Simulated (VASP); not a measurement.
MgO:

```xyz
2
Lattice="2.6233 0.0000 0.0000 0.0000 2.6233 0.0000 0.0000 0.0000 2.6233" Properties=species:S:1:pos:R:3 pbc="T T T"
Mg    0.0000    0.0000    0.0000
O     1.3117    1.3117    1.3117
```

Program: VASP 6.6.1. Alike in all runs: task single point; potentials or basis VASP PAW PBE potentials, release 64 (Mg, O); no spin polarisation; cell as given; k mesh 6 × 6 × 6; cutoff (eV) 520; smearing gaussian 0.01 eV.

Order these runs on this cell by their band gap on the k mesh, lowest first.
A. level PBE
B. level PBE0; grid for exact exchange (PRECFOCK) Normal; share of exact exchange 0.25
C. level HSE06; grid for exact exchange (PRECFOCK) Normal; share of exact exchange 0.25; screening parameter 0.2079 1/Å
D. level r2SCAN

A (2.62 eV), D (3.45 eV), C (4.14 eV), B (4.90 eV).

Caveats: the structure was generated, so it needn't be the stable form of MgO.

A k mesh can miss the band edges.
